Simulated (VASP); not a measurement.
Input of a VASP 6.6.1 run:

Contents of INCAR:

```
PREC = Accurate
ENCUT = 600
EDIFF = 1E-6
ISMEAR = -1
SIGMA = 0.05
LREAL = False
LASPH = True
NELM = 100
ALGO = Normal
ISIF = 3
LWAVE = False
LCHARG = False
GGA = B5
ALDAX = 1.0
AGGAX = 1.0
AGGAC = 1.0
ALDAC = 0.0
IVDW = 13
VDW_S6 = 1.0
VDW_S8 = 2.34076671
VDW_A1 = 0.44488865
VDW_A2 = 4.0933009
IBRION = 2
NSW = 80
EDIFFG = -0.005
```

KPOINTS

```
regular mesh
0
Gamma
  8 8 8
```

The input POSCAR:

```
GaAs
1.0
    0.0000000000      2.8268500000      2.8268500000
    2.8268500000      0.0000000000      2.8268500000
    2.8268500000      2.8268500000      0.0000000000
As Ga
1 1
Direct
    0.7500000000      0.7500000000      0.7500000000
    0.0000000000      0.0000000000      0.0000000000
```

Potentials or basis: VASP PAW PBE potentials, release 64 (As, Ga_d).

Run with:

```sh
$ cat potpaw_PBE.64/As/POTCAR potpaw_PBE.64/Ga_d/POTCAR > POTCAR
$ mpirun -np 1 vasp_std > vasp.out
```

Q: Predict the dispersion energy per atom.

A: -0.783 eV.

Q: Predict the band gap on the k mesh.

A: 0.27 eV, direct.

The path:
| step | energy change (eV) | largest force (eV/Å) | pressure (GPa) | volume (Å³) |
| --- | --- | --- | --- | --- |
| 1 | 0.0000 | 0.0000 | 1.13 | 45.18 |
| 2 | -0.0022 | 0.0000 | -0.39 | 46.23 |
| 3 | -0.0026 | 0.0000 | 0.04 | 45.93 |
| 4 | -0.0026 | 0.0000 | -0.07 | 45.96 |
| 5 | -0.0026 | 0.0000 | 0.09 | 45.89 |
| 6 | -0.0026 | 0.0000 | -0.02 | 45.92 |

Caveat: the PAW data sets were made with another functional, which shifts forces and pressure a little. Zero-point motion and thermal expansion aren't in these numbers.
